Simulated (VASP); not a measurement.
# GaSb (I-4m2) in VASP: further runs, part 2 of 2

VASP 6.6.1.

## 5. Single point, LDA

This run uses another cell than the first one, of 19.43 Å³/atom, 1.018 times its volume.

INCAR

```
PREC = Accurate ; ENCUT = 520
EDIFF = 1E-6 ; ISMEAR = 0
SIGMA = 0.15 ; LREAL = False
LASPH = True ; NELM = 100
ALGO = Normal ; ISIF = 2
LWAVE = False ; LCHARG = False
GGA = CA ; NBANDS = 16
```

KPOINTS

```
Automatic mesh
0
Gamma
  16 16 16
```

POSCAR

```
GaSb
1.0
   -2.5558000000      2.5558000000      1.4873500000
    2.5558000000     -2.5558000000      1.4873500000
    2.5558000000      2.5558000000     -1.4873500000
Ga Sb
1 1
Direct
    0.2500000000      0.7500000000      0.5000000000
    0.0000000000      0.0000000000      0.0000000000
```

Potentials or basis: VASP PAW LDA potentials, release 64 (Ga_d, Sb).

Command:

```sh
$ cat potpaw_LDA.64/Ga_d/POTCAR potpaw_LDA.64/Sb/POTCAR > POTCAR
$ mpirun -np 1 vasp_std > vasp.out
```

OUTCAR:

```text
PREC = Accurate
   ENCUT = 520
   EDIFF = 1E-6
   ISMEAR = 0
   LREAL = False
   LASPH = True
   NELM = 100
   ISIF = 2
   GGA = CA

 ion  position               nearest neighbor table
   1  0.250  0.750  0.500-   2 2.66   2 2.66   2 2.66   2 2.66
   2  0.000  0.000  0.000-   1 2.66   1 2.66   1 2.66   1 2.66

  LATTYP: Found a body centered tetragonal cell.
 ALAT       =     5.1116000000
 C/A-ratio  =     0.5819508569

  Lattice vectors:

 A1 = (  -2.5558000000,   2.5558000000,   1.4873500000)
 A2 = (   2.5558000000,  -2.5558000000,   1.4873500000)
 A3 = (   2.5558000000,   2.5558000000,  -1.4873500000)

Analysis of symmetry for initial positions (statically):
=====================================================================
 Subroutine PRICEL returns:
 Original cell was already a primitive cell.

 Routine SETGRP: Setting up the symmetry group for a
 body centered tetragonal supercell.

 Subroutine GETGRP returns: Found  8 space group operations
 (whereof  8 operations were pure point group operations)
 out of a pool of 16 trial point group operations.

The static configuration has the point symmetry D_2d.

Analysis of symmetry for dynamics (positions and initial velocities):
=====================================================================
 Subroutine PRICEL returns:
 Original cell was already a primitive cell.

 Routine SETGRP: Setting up the symmetry group for a
 body centered tetragonal supercell.

 Subroutine GETGRP returns: Found  8 space group operations
 (whereof  8 operations were pure point group operations)
 out of a pool of 16 trial point group operations.

The dynamic configuration has the point symmetry D_2d.

 Subroutine INISYM returns: Found  8 space group operations
 (whereof  8 operations are pure point group operations),
 and found     1 'primitive' translations

----------------------------------------------------------------------------------------

                                     Primitive cell

  volume of cell :      38.8622

  direct lattice vectors                    reciprocal lattice vectors
    -2.555800000  2.555800000  1.487350000     0.000000000  0.195633461  0.336168353
     2.555800000 -2.555800000  1.487350000     0.195633461  0.000000000  0.336168353
     2.555800000  2.555800000 -1.487350000     0.195633461  0.195633461  0.000000000

  length of vectors
     3.908508322  3.908508322  3.908508322     0.388949370  0.388949370  0.276667494

  position of ions in fractional coordinates (direct lattice)
     0.250000000  0.750000000  0.500000000
     0.000000000  0.000000000  0.000000000

  ion indices of the primitive-cell ions
   primitive index   ion index
                 1           1
                 2           2

----------------------------------------------------------------------------------------

 KPOINTS: Automatic mesh

Automatic generation of k-mesh.
 Grid dimensions read from file:
 generate k-points for:   16   16   16

 Generating k-lattice:

  Cartesian coordinates                     Fractional coordinates (reciprocal lattice)
     0.000000000  0.012227091  0.021010522     0.062500000  0.000000000 -0.000000000
     0.012227091  0.000000000  0.021010522     0.000000000  0.062500000 -0.000000000
     0.012227091  0.012227091  0.000000000     0.000000000  0.000000000  0.062500000

  Length of vectors
     0.024309336  0.024309336  0.017291718

  Shift w.r.t. Gamma in fractional coordinates (k-lattice)
     0.000000000  0.000000000  0.000000000

 Subroutine IBZKPT returns following result:
 ===========================================

 Found    349 irreducible k-points:

 Following reciprocal coordinates:
            Coordinates               Weight
  0.000000  0.000000  0.000000      1.000000
  0.062500  0.000000 -0.000000      8.000000
  0.125000  0.000000 -0.000000      8.000000
  0.187500  0.000000 -0.000000      8.000000
  0.250000  0.000000 -0.000000      8.000000
  0.312500  0.000000 -0.000000      8.000000
[... 16 lines left out ...]
 -0.125000  0.062500  0.000000     16.000000
 -0.062500  0.062500  0.000000      4.000000
 [... further k-points ...]
   k-points           NKPTS =    349   k-points in BZ     NKDIM =    349   number of bands    NBANDS=     16
   number of dos      NEDOS =    301   number of ions     NIONS =      2
   total plane-waves  NPLWV =  27000
   dimension x,y,z NGX =    30 NGY =   30 NGZ =   30
   dimension x,y,z NGXF=    60 NGYF=   60 NGZF=   60
   ions per type =               1   1
   NGX,Y,Z   is equivalent  to a cutoff of  12.76, 12.76, 12.76 a.u.
   NGXF,Y,Z  is equivalent  to a cutoff of  25.52, 25.52, 25.52 a.u.
 SYSTEM =  unknown system
   PREC   = accura    normal or accurate (medium, high low for compatibility)
   ISTART =      0    job   : 0-new  1-cont  2-samecut
   ICHARG =      2    charge: 1-file 2-atom 10-const
   ISPIN  =      1    spin polarized calculation?
   LNONCOLLINEAR =      F non collinear calculations
   LSORBIT =      F    spin-orbit coupling
   LASPH  =      T    aspherical Exc in radial PAW
   ENCUT  =  520.0 eV  38.22 Ry    6.18 a.u.   7.27  7.27  7.27*2*pi/ulx,y,z
   NELM   =    100;   NELMIN=  2; NELMDL= -5     # of ELM steps
   EDIFF  = 0.1E-05   stopping-criterion for ELM
   LREAL  =      F    real-space projection
   EDIFFG = 0.1E-04   stopping-criterion for IOM
   NSW    =      0    number of steps for IOM
   IBRION =     -1    ionic relax: 0-MD 1-quasi-New 2-CG
   NFREE  =      0    steps in history (QN), initial steepest desc. (CG)
   ISIF   =      2    stress and relaxation
   ISYM   =      2    0-nonsym 1-usesym 2-fastsym
   POTIM  = 0.5000    time-step for ionic-motion
   TEBEG  =    0.0;   TEEND  =   0.0 temperature during run
   PSTRESS=    0.0 pullay stress
   NELECT =      18.0000    total number of electrons
   NUPDOWN=      -1.0000    fix difference up-down
   EMIN   =  10.00;   EMAX   =-10.00  energy-range for DOS
   EFERMI =   0.00;   METHOD = LEGACY
   ISMEAR =     0;   SIGMA  =   0.15  broadening in eV -4-tet -1-fermi 0-gaus
   EFERMI_NEDOS =   21; number of points for ismear=-14 and -15
   IALGO  =     38    algorithm
   IMIX   =      4    mixing-type and parameters
     AMIX     =   0.40;   BMIX     =  1.00
     AMIX_MAG =   1.60;   BMIX_MAG =  1.00
  volume/ion in A,a.u.               =      19.43       131.13
  Fermi-wavevector in a.u.,A,eV,Ry     =   1.266650  2.393622 21.829225  1.604403
  Thomas-Fermi vector in A             =   2.399840
   LORBIT       =      0    0 simple, 1 ext, 2 COOP (PROOUT), +10 PAW based schemes
   GGA     = CA    functional components
   LHFCALC =     F    Hartree Fock is set to
   AEXX    =    0.0000 exact exchange contribution
   IVDW    =     0    specifies the selected vdW correction
   LEPSILON=     F    determine dielectric tensor
   LRPA    =     F    only Hartree local field effects (RPA)
 non-spin polarized calculation
 Gauss-broadening in eV      SIGMA  =   0.15
  energy-cutoff  :      520.00
  volume of cell :       38.86
 maximum number of plane-waves:      1070
 NGX is ok and might be reduce to    30
   NGX = 15   NGY = 15   NGZ = 15

 number of electron      18.0000011 magnetization

 Free energy of the ion-electron system (eV)
  ---------------------------------------------------
  ext. energy  EPLUGINS =         0.00000000
  ---------------------------------------------------
  free energy    TOTEN  =        -8.17559041 eV

  energy without entropy =       -8.16851859  energy(sigma->0) =       -8.17205450

 E-fermi :   9.1242     XC(G=0): -11.4740

 val. band max:        9.1227144502   @ k =  -0.0625  -0.1875   0.0625
 cond. band min:       9.1405797277   @ k =  -0.4375   0.0625   0.0000
 fundamental gap:      0.0178652775
 Fermi energy:         9.1242315976

 k-point     1 :       0.0000    0.0000    0.0000
  band No.  band energies     occupation
      1      -6.2834      2.00000
      2      -6.1694      2.00000
      3      -6.1679      2.00000
      4      -6.0898      2.00000
      5      -6.0898      2.00000
      6      -4.6344      2.00000
[... 8 lines left out ...]
     15      19.7410      0.00000
     16      20.6571      0.00000
[... 419 lines left out ...]
 k-point    24 :      -0.0625    0.0625    0.0000
  band No.  band energies     occupation
      1      -6.2816      2.00000
      2      -6.1712      2.00000
      3      -6.1670      2.00000
      4      -6.0900      2.00000
      5      -6.0890      2.00000
      6      -4.5925      2.00000
[... 8 lines left out ...]
     15      19.5630      0.00000
     16      20.5079      0.00000

 [... further k-points ...]

------------------------ aborting loop because EDIFF is reached ----------------------------------------

  FORCE on cell =-STRESS in cart. coord.  units (eV):
  Direction    XX          YY          ZZ          XY          YZ          ZX
  --------------------------------------------------------------------------------------
  -------------------------------------------------------------------------------------
  Total        3.3642653      3.3642653      2.5997382      0.0000000      0.0000000      0.0000000
  in kB      138.6991872    138.6991872    107.1798874      0.0000000      0.0000000      0.0000000
  external PRESSURE =     128.1927540 kB  Pullay stress =       0.0000000 kB

 VOLUME and BASIS-vectors are now :
 -----------------------------------------------------------------------------
  energy-cutoff  :      520.00
  volume of cell :       38.86
      direct lattice vectors                 reciprocal lattice vectors
    -2.555800000  2.555800000  1.487350000     0.000000000  0.195633461  0.336168353
     2.555800000 -2.555800000  1.487350000     0.195633461  0.000000000  0.336168353
     2.555800000  2.555800000 -1.487350000     0.195633461  0.195633461  0.000000000

 POSITION                                       TOTAL-FORCE (eV/Angst)
 -----------------------------------------------------------------------------------
      2.55580     -0.00000      0.74367        -0.000000     -0.000000      0.000000
      0.00000      0.00000      0.00000         0.000000      0.000000     -0.000000
 -----------------------------------------------------------------------------------
    total drift:                               -0.000000      0.000000      0.000000

  FREE ENERGIE OF THE ION-ELECTRON SYSTEM (eV)
  ---------------------------------------------------
  free  energy   TOTEN  =        -8.1755904060 eV

  energy  without entropy=       -8.1685185861  energy(sigma->0) =       -8.17205450
```

stdout:

```text
POSCAR found type information on POSCAR GaSb
 POSCAR found :  2 types and       2 ions
 scaLAPACK will be used
 LDA part: xc-table for (Slater(with rela. corr.)+CA(PZ))
 , standard interpolation
 POSCAR, INCAR and KPOINTS ok, starting setup
 FFT: planning ... GRIDC
 FFT: planning ... GRID_SOFT
 FFT: planning ... GRID
 WAVECAR not read
 entering main loop
```

Wall time 2.5 min (1 thread of Intel Xeon 6975P-C, shared host); peak memory 0.34 GiB.

Results:

| Property | Result |
| --- | --- |
| Free energy | -8.1756 eV |
| Pressure | 12.8 GPa |
| Band gap on the k mesh | zero (band 9 reaches 11.47 eV, above the bottom of band 10 at 5.32 eV) |

Stress tensor (GPa, compression positive):
```
13.87  0.00  0.00
 0.00 13.87  0.00
 0.00  0.00 10.72
```

Levels at points of the mesh, in eV from the Fermi level:
| k point | band 7 | band 8 | band 9 | band 10 | band 11 | band 12 |
| --- | --- | --- | --- | --- | --- | --- |
| (0.00, 0.00, 0.00) | -2.42 | -2.42 | -2.23 | 3.10 | 6.27 | 8.32 |
| (0.50, 0.00, 0.00) | -6.83 | -2.60 | -2.02 | -1.45 | 2.05 | 3.81 |
| (0.50, 0.50, 0.00) | -9.52 | 0.07 | 1.77 | 2.78 | 2.81 | 5.31 |
| (0.50, 0.50, 0.50) | -6.62 | -6.35 | -6.35 | 3.87 | 5.13 | 12.78 |

Caveat: spin-orbit coupling is left out, which moves the levels of the heavy elements.

## 6. Single point, LDA

This run uses another cell than the first one, of 22.39 Å³/atom, 1.173 times its volume.

INCAR

```
SYSTEM = GaSb
PREC     = Accurate       ! precision mode
ENCUT    = 520            ! plane-wave cutoff, eV
EDIFF    = 1E-6           ! SCF threshold, eV
ISMEAR   = 0              ! smearing method
SIGMA    = 0.15           ! smearing width, eV
LREAL    = .False.        ! projectors in reciprocal space
LASPH    = .True.         ! aspherical terms in the spheres
NELM     = 80             ! most SCF steps
ALGO     = Normal         ! electronic algorithm
ISIF     = 2              ! what is computed and relaxed
LWAVE    = .False.        ! write WAVECAR
LCHARG   = .True.         ! write CHGCAR
GGA      = CA             ! functional
LELF     = .True.         ! ELF
LVHAR    = .True.       
NBANDS   = 16             ! bands
```

KPOINTS

```
Automatic mesh
0
Gamma
  16 16 16
  0 0 0
```

POSCAR

```
GaSb
1.0
   -2.7531000000      2.7531000000      1.4771000000
    2.7531000000     -2.7531000000      1.4771000000
    2.7531000000      2.7531000000     -1.4771000000
Ga Sb
1 1
Direct
    0.2500000000      0.7500000000      0.5000000000
    0.0000000000      0.0000000000      0.0000000000
```

Potentials or basis: VASP PAW LDA potentials, release 64 (Ga_d, Sb).

Command:

```sh
$ cat potpaw_LDA.64/Ga_d/POTCAR potpaw_LDA.64/Sb/POTCAR > POTCAR
$ mpirun -np 1 vasp_std > vasp.out
```

It took 60 s on 1 thread of Intel Xeon 6975P-C (Granite Rapids), shared host; peak memory 0.36 GiB.

Results (log left out):

* Free energy: -8.3577 eV
* Pressure: -0.1 GPa
* Band gap on the k mesh: zero (band 9 reaches 8.80 eV, above the bottom of band 10 at 4.22 eV)

Stress tensor (GPa, compression positive):
```
-1.53  0.00  0.00
 0.00 -1.53  0.00
 0.00  0.00  2.61
```

Levels at points of the mesh, in eV from the Fermi level:
| k point | band 5 | band 6 | band 7 | band 8 | band 9 | band 10 | band 11 | band 12 | band 13 | band 14 |
| --- | --- | --- | --- | --- | --- | --- | --- | --- | --- | --- |
| (0.00, 0.00, 0.00) | -14.95 | -12.59 | -3.58 | -2.37 | -2.37 | 3.07 | 6.56 | 6.89 | 6.89 | 8.84 |
| (0.50, 0.00, 0.00) | -14.91 | -8.04 | -5.83 | -2.65 | -1.39 | -1.31 | 2.42 | 3.28 | 5.20 | 7.79 |
| (0.50, 0.50, 0.00) | -14.94 | -11.15 | -8.58 | -0.43 | 1.49 | 1.62 | 1.86 | 5.92 | 7.92 | 9.61 |
| (0.50, 0.50, 0.50) | -14.94 | -9.99 | -6.47 | -5.47 | -5.47 | 5.01 | 6.44 | 10.11 | 10.11 | 12.79 |

Caveat: spin-orbit coupling is left out, which moves the levels of the heavy elements.

## 7. The runs side by side

| cell | gap on the mesh (eV) | pressure (GPa) |
| --- | --- | --- |
| a = 3.899 Å, angles 98.1, 98.1, 136.0°, 2 atoms | none | 14.9 |
| a = 3.858 Å, angles 99.2, 99.2, 133.0°, 2 atoms | none | 14.9 |
| a = 3.916 Å, angles 98.2, 98.2, 135.7°, 2 atoms | none | 12.7 |
| a = 3.909 Å, angles 98.3, 98.3, 135.3°, 2 atoms | none | 12.8 |
| a = 4.164 Å, angles 97.2, 97.2, 138.4°, 2 atoms | none | -0.1 |

Alike in all rows: task single point; level LDA; potentials or basis VASP PAW LDA potentials, release 64 (Ga_d, Sb); no spin polarisation; k mesh 16 × 16 × 16; cutoff (eV) 520; smearing gaussian 0.15 eV.

Caveats: spin-orbit coupling is left out, which moves the levels of the heavy elements.

Absolute energies hang on the potentials; compare differences alone.
